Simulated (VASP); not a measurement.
# NbTe (P-6m2) in VASP: settings compared

The runs below take NbTe through single point, with PBE, HSE06, LDA, PBEsol.

All numbers are computed with VASP 6.6.1; they aren't measurements. Logs are shortened: lines on timing, memory, paths and dates and some standing lists are left out, and cuts for length are marked.

## (1) The cell of the first run

The structure is hexagonal, space group P-6m2 (No. 187). Conventional cell: a = 3.703 Å, b = 3.703 Å, c = 3.694 Å, α = 90.00°, β = 90.00°, γ = 120.00°. Te (site symmetry -6m2) has 6 Nb at 2.83 Å and 8 Te at 3.69 to 3.70 Å within 3.8 Å. Within 3.8 Å of Nb (site symmetry -6m2) lie 6 Te at 2.83 Å and 8 Nb at 3.69 to 3.70 Å.

## (2) Single point, PBE

Contents of INCAR:

```
SYSTEM = NbTe
  ALGO = Normal
  EDIFF = 1E-6
  ENCUT = 520
  GGA = PE
  ISIF = 2
  ISMEAR = 0
  LASPH = .True.
  LCHARG = .True.
  LELF = .True.
  LREAL = .False.
  LVHAR = .True.
  LWAVE = .False.
  NBANDS = 16
  NELM = 100
  PREC = Accurate
  SIGMA = 0.017
```

Contents of KPOINTS:

```
k-points
0
Gamma
  8 8 7
  0 0 0
```

Contents of POSCAR:

```
NbTe
1.0
    3.7029743866      0.0000000000      0.0000000000
   -1.8514871933      3.2068698884      0.0000000000
    0.0000000000      0.0000000000      3.6942110000
Te Nb
1 1
Direct
    0.6666666667      0.3333333333      0.0000000000
    0.0000000000      0.0000000000      0.5000000000
```

Potentials or basis: VASP PAW PBE potentials, release 64 (Te, Nb_sv).

Command:

```console
$ cat potpaw_PBE.64/Te/POTCAR potpaw_PBE.64/Nb_sv/POTCAR > POTCAR
$ mpirun -np 1 vasp_std > vasp.out
```

OUTCAR:

```text
SYSTEM = NbTe
   EDIFF = 1E-6
   ENCUT = 520
   GGA = PE
   ISIF = 2
   ISMEAR = 0
   LASPH = .True.
   LREAL = .False.
   NELM = 100
   PREC = Accurate

 ion  position               nearest neighbor table
   1  0.667  0.333  0.000-   2 2.83   2 2.83   2 2.83   2 2.83   2 2.83   2 2.83
   2  0.000  0.000  0.500-   1 2.83   1 2.83   1 2.83   1 2.83   1 2.83   1 2.83

  LATTYP: Found a hexagonal cell.
 ALAT       =     3.7029743866
 C/A-ratio  =     0.9976334196

  Lattice vectors:

 A1 = (   3.7029743866,   0.0000000000,   0.0000000000)
 A2 = (  -1.8514871933,   3.2068698884,   0.0000000000)
 A3 = (   0.0000000000,   0.0000000000,   3.6942110000)

Analysis of symmetry for initial positions (statically):
=====================================================================
 Subroutine PRICEL returns:
 Original cell was already a primitive cell.

 Routine SETGRP: Setting up the symmetry group for a
 hexagonal supercell.

 Subroutine GETGRP returns: Found 12 space group operations
 (whereof 12 operations were pure point group operations)
 out of a pool of 24 trial point group operations.

The static configuration has the point symmetry D_3h.

Analysis of symmetry for dynamics (positions and initial velocities):
=====================================================================
 Subroutine PRICEL returns:
 Original cell was already a primitive cell.

 Routine SETGRP: Setting up the symmetry group for a
 hexagonal supercell.

 Subroutine GETGRP returns: Found 12 space group operations
 (whereof 12 operations were pure point group operations)
 out of a pool of 24 trial point group operations.

The dynamic configuration has the point symmetry D_3h.

 Subroutine INISYM returns: Found 12 space group operations
 (whereof 12 operations are pure point group operations),
 and found     1 'primitive' translations

----------------------------------------------------------------------------------------

                                     Primitive cell

  volume of cell :      43.8686

  direct lattice vectors                    reciprocal lattice vectors
     3.702974387  0.000000000  0.000000000     0.270053178  0.155915275  0.000000000
    -1.851487193  3.206869888  0.000000000     0.000000000  0.311830550  0.000000000
     0.000000000  0.000000000  3.694211000     0.000000000  0.000000000  0.270693796

  length of vectors
     3.702974387  3.702974387  3.694211000     0.311830550  0.311830550  0.270693796

  position of ions in fractional coordinates (direct lattice)
     0.666666667  0.333333333  0.000000000
     0.000000000  0.000000000  0.500000000

  ion indices of the primitive-cell ions
   primitive index   ion index
                 1           1
                 2           2

----------------------------------------------------------------------------------------

 KPOINTS: k-points

Automatic generation of k-mesh.
 Grid dimensions read from file:
 generate k-points for:    8    8    7

 Generating k-lattice:

  Cartesian coordinates                     Fractional coordinates (reciprocal lattice)
     0.033756647  0.019489409  0.000000000     0.125000000  0.000000000  0.000000000
     0.000000000  0.038978819  0.000000000     0.000000000  0.125000000  0.000000000
     0.000000000  0.000000000  0.038670542     0.000000000  0.000000000  0.142857143

  Length of vectors
     0.038978819  0.038978819  0.038670542

  Shift w.r.t. Gamma in fractional coordinates (k-lattice)
     0.000000000  0.000000000  0.000000000

 Subroutine IBZKPT returns following result:
 ===========================================

 Found     40 irreducible k-points:

 Following reciprocal coordinates:
            Coordinates               Weight
  0.000000  0.000000  0.000000      1.000000
  0.125000 -0.000000  0.000000      6.000000
  0.250000 -0.000000  0.000000      6.000000
  0.375000  0.000000  0.000000      6.000000
  0.500000 -0.000000  0.000000      3.000000
  0.125000  0.125000  0.000000      6.000000
[... 16 lines left out ...]
  0.250000 -0.000000  0.285714     12.000000
  0.375000  0.000000  0.285714     12.000000
 [... further k-points ...]
   k-points           NKPTS =     40   k-points in BZ     NKDIM =     40   number of bands    NBANDS=     16
   number of dos      NEDOS =    301   number of ions     NIONS =      2
   total plane-waves  NPLWV =  21952
   dimension x,y,z NGX =    28 NGY =   28 NGZ =   28
   dimension x,y,z NGXF=    56 NGYF=   56 NGZF=   56
   ions per type =               1   1
   NGX,Y,Z   is equivalent  to a cutoff of  12.57, 12.57, 12.60 a.u.
   NGXF,Y,Z  is equivalent  to a cutoff of  25.14, 25.14, 25.20 a.u.
 SYSTEM =  NbTe
   PREC   = accura    normal or accurate (medium, high low for compatibility)
   ISTART =      0    job   : 0-new  1-cont  2-samecut
   ICHARG =      2    charge: 1-file 2-atom 10-const
   ISPIN  =      1    spin polarized calculation?
   LNONCOLLINEAR =      F non collinear calculations
   LSORBIT =      F    spin-orbit coupling
   LASPH  =      T    aspherical Exc in radial PAW
   ENCUT  =  520.0 eV  38.22 Ry    6.18 a.u.   6.89  6.89  6.87*2*pi/ulx,y,z
   NELM   =    100;   NELMIN=  2; NELMDL= -5     # of ELM steps
   EDIFF  = 0.1E-05   stopping-criterion for ELM
   LREAL  =      F    real-space projection
   EDIFFG = 0.1E-04   stopping-criterion for IOM
   NSW    =      0    number of steps for IOM
   IBRION =     -1    ionic relax: 0-MD 1-quasi-New 2-CG
   NFREE  =      0    steps in history (QN), initial steepest desc. (CG)
   ISIF   =      2    stress and relaxation
   ISYM   =      2    0-nonsym 1-usesym 2-fastsym
   POTIM  = 0.5000    time-step for ionic-motion
   TEBEG  =    0.0;   TEEND  =   0.0 temperature during run
   PSTRESS=    0.0 pullay stress
   NELECT =      19.0000    total number of electrons
   NUPDOWN=      -1.0000    fix difference up-down
   EMIN   =  10.00;   EMAX   =-10.00  energy-range for DOS
   EFERMI =   0.00;   METHOD = LEGACY
   ISMEAR =     0;   SIGMA  =   0.02  broadening in eV -4-tet -1-fermi 0-gaus
   EFERMI_NEDOS =   21; number of points for ismear=-14 and -15
   IALGO  =     38    algorithm
   IMIX   =      4    mixing-type and parameters
     AMIX     =   0.40;   BMIX     =  1.00
     AMIX_MAG =   1.60;   BMIX_MAG =  1.00
  volume/ion in A,a.u.               =      21.93       148.02
  Fermi-wavevector in a.u.,A,eV,Ry     =   1.238630  2.340671 20.874103  1.534203
  Thomas-Fermi vector in A             =   2.373147
   LORBIT       =      0    0 simple, 1 ext, 2 COOP (PROOUT), +10 PAW based schemes
   GGA     = PE    functional components
   LHFCALC =     F    Hartree Fock is set to
   AEXX    =    0.0000 exact exchange contribution
   IVDW    =     0    specifies the selected vdW correction
   LEPSILON=     F    determine dielectric tensor
   LRPA    =     F    only Hartree local field effects (RPA)
 non-spin polarized calculation
 Gauss-broadening in eV      SIGMA  =   0.02
  energy-cutoff  :      520.00
  volume of cell :       43.87
 maximum number of plane-waves:      1190
 NGX is ok and might be reduce to    28
   NGX = 13   NGY = 13   NGZ = 13

 number of electron      18.9999998 magnetization

 Free energy of the ion-electron system (eV)
  ---------------------------------------------------
  ext. energy  EPLUGINS =         0.00000000
  ---------------------------------------------------
  free energy    TOTEN  =       -13.63403193 eV

  energy without entropy =      -13.63361645  energy(sigma->0) =      -13.63382419

 E-fermi :  11.0663     XC(G=0): -11.2768

 val. band max:       11.0542674805   @ k =   0.1250  -0.0000   0.2857
 cond. band min:      11.0803274397   @ k =   0.2500   0.1250   0.2857
 fundamental gap:      0.0260599593
 Fermi energy:        11.0662717428

 k-point     1 :       0.0000    0.0000    0.0000
  band No.  band energies     occupation
      1     -44.5603      2.00000
      2     -20.7439      2.00000
      3     -20.5669      2.00000
      4     -20.5669      2.00000
      5      -3.2122      2.00000
      6       7.8790      2.00000
[... 8 lines left out ...]
     15      16.9479      0.00000
     16      18.0380      0.00000

 k-point     2 :       0.1250   -0.0000    0.0000
  band No.  band energies     occupation
      1     -44.5590      2.00000
      2     -20.7407      2.00000
      3     -20.5866      2.00000
      4     -20.5715      2.00000
      5      -3.0243      2.00000
      6       7.0881      2.00000
[... 8 lines left out ...]
     15      16.8236      0.00000
     16      18.8034      0.00000

 k-point     3 :       0.2500   -0.0000    0.0000
  band No.  band energies     occupation
      1     -44.5559      2.00000
      2     -20.7328      2.00000
      3     -20.6338      2.00000
      4     -20.5827      2.00000
      5      -2.5137      2.00000
      6       5.6993      2.00000
[... 8 lines left out ...]
     15      17.8760      0.00000
     16      19.3670      0.00000

 k-point     4 :       0.3750    0.0000    0.0000
  band No.  band energies     occupation
      1     -44.5528      2.00000
      2     -20.7249      2.00000
      3     -20.6804      2.00000
      4     -20.5939      2.00000
      5      -1.8772      2.00000
      6       4.4078      2.00000
[... 8 lines left out ...]
     15      17.4629      0.00000
     16      19.6633      0.00000
[... 324 lines left out ...]
 k-point    22 :       0.1250   -0.0000    0.2857
  band No.  band energies     occupation
      1     -44.5559      2.00000
      2     -20.8086      2.00000
      3     -20.5795      2.00000
      4     -20.5651      2.00000
      5      -2.3527      2.00000
      6       5.0430      2.00000
[... 8 lines left out ...]
     15      17.6581      0.00000
     16      19.1048      0.00000

 k-point    23 :       0.2500   -0.0000    0.2857
  band No.  band energies     occupation
      1     -44.5528      2.00000
      2     -20.7975      2.00000
      3     -20.6242      2.00000
      4     -20.5753      2.00000
      5      -1.9841      2.00000
      6       5.2825      2.00000
[... 8 lines left out ...]
     15      17.8143      0.00000
     16      19.4991      0.00000

 k-point    24 :       0.3750    0.0000    0.2857
  band No.  band energies     occupation
      1     -44.5497      2.00000
      2     -20.7864      2.00000
      3     -20.6684      2.00000
      4     -20.5855      2.00000
      5      -1.5435      2.00000
      6       4.8047      2.00000
[... 8 lines left out ...]
     15      17.3066      0.00000
     16      19.6409      0.00000

 [... further k-points ...]

------------------------ aborting loop because EDIFF is reached ----------------------------------------

  FORCE on cell =-STRESS in cart. coord.  units (eV):
  Direction    XX          YY          ZZ          XY          YZ          ZX
  --------------------------------------------------------------------------------------
  -------------------------------------------------------------------------------------
  Total       -0.3453727     -0.3453727     -0.0045559      0.0000000      0.0000000      0.0000000
  in kB      -12.6137669    -12.6137669     -0.1663917      0.0000000      0.0000000      0.0000000
  external PRESSURE =      -8.4646419 kB  Pullay stress =       0.0000000 kB

 VOLUME and BASIS-vectors are now :
 -----------------------------------------------------------------------------
  energy-cutoff  :      520.00
  volume of cell :       43.87
      direct lattice vectors                 reciprocal lattice vectors
     3.702974387  0.000000000  0.000000000     0.270053178  0.155915275  0.000000000
    -1.851487193  3.206869888  0.000000000     0.000000000  0.311830550  0.000000000
     0.000000000  0.000000000  3.694211000     0.000000000  0.000000000  0.270693796

 POSITION                                       TOTAL-FORCE (eV/Angst)
 -----------------------------------------------------------------------------------
      1.85149      1.06896      0.00000         0.000000     -0.000000      0.000000
      0.00000      0.00000      1.84711        -0.000000      0.000000      0.000000
 -----------------------------------------------------------------------------------
    total drift:                               -0.000000      0.000000     -0.000000

  FREE ENERGIE OF THE ION-ELECTRON SYSTEM (eV)
  ---------------------------------------------------
  free  energy   TOTEN  =       -13.6340319349 eV

  energy  without entropy=      -13.6336164461  energy(sigma->0) =      -13.63382419
```

It took 20 s on 1 thread of Intel Xeon Platinum 8259CL at 2.50GHz (Skylake/Cascade Lake), shared host; peak memory 0.17 GiB.

Results:

* Free energy: -13.6340 eV
* Pressure: -0.8 GPa
* Band gap on the k mesh: zero (an odd number of electrons rules out a gap without spin polarisation)

Stress tensor (GPa, compression positive):
```
-1.26  0.00  0.00
 0.00 -1.26  0.00
 0.00  0.00 -0.02
```

Levels at points of the mesh, in eV from the Fermi level:
```tsv
k point	band 6	band 7	band 8	band 9	band 10	band 11	band 12	band 13	band 14	band 15
(0.00, 0.00, 0.00)	-3.19	-3.19	-3.03	-2.38	0.10	0.10	2.41	2.41	2.82	5.88
(0.50, 0.00, 0.00)	-7.22	-3.86	-2.67	-2.63	-0.23	1.19	1.46	2.99	3.78	5.68
```

Caveat: spin-orbit coupling is left out, which moves the levels of the heavy elements.

## (3) Single point, PBE

Contents of INCAR:

```
SYSTEM = NbTe
PREC     = Accurate       ! precision mode
ENCUT    = 520            ! plane-wave cutoff, eV
EDIFF    = 1E-6           ! SCF threshold, eV
ISMEAR   = 0              ! smearing method
SIGMA    = 0.018000000000000002 ! smearing width, eV
LREAL    = .FALSE.        ! projectors in reciprocal space
LASPH    = .TRUE.         ! aspherical terms in the spheres
NELM     = 60             ! most SCF steps
ALGO     = Normal         ! electronic algorithm
ISIF     = 2              ! what is computed and relaxed
LWAVE    = .FALSE.        ! write WAVECAR
LCHARG   = .FALSE.        ! write CHGCAR
GGA      = PE             ! functional
NBANDS   = 16             ! bands
```

Contents of KPOINTS:

```
Automatic mesh
0
G
  8 8 7
  0 0 0
```

POSCAR is that of step 2.

Potentials or basis: VASP PAW PBE potentials, release 64 (Te, Nb_sv).

Command:

```console
$ cat potpaw_PBE.64/Te/POTCAR potpaw_PBE.64/Nb_sv/POTCAR > POTCAR
$ mpirun -np 1 vasp_std > vasp.out
```

Wall time 19 s (1 thread of Intel Xeon Platinum 8259CL at 2.50GHz (Skylake/Cascade Lake), shared host); peak memory 0.17 GiB.

The run converged. Its results:

```yaml
Free_energy: -13.6341 eV
Pressure: -0.8 GPa
Band_gap_on_the_k_mesh: zero (an odd number of electrons rules out a gap without spin polarisation)
```

Stress tensor (GPa, compression positive):
```
-1.26  0.00  0.00
 0.00 -1.26  0.00
 0.00  0.00 -0.03
```

Levels at points of the mesh, in eV from the Fermi level:
```tsv
k point	band 6	band 7	band 8	band 9	band 10	band 11	band 12	band 13	band 14	band 15
(0.00, 0.00, 0.00)	-3.19	-3.19	-3.03	-2.38	0.10	0.10	2.41	2.41	2.82	5.88
(0.50, 0.00, 0.00)	-7.22	-3.86	-2.67	-2.63	-0.23	1.19	1.46	2.99	3.78	5.68
```

Caveat: spin-orbit coupling is left out, which moves the levels of the heavy elements.

[end of part 1 of 2]
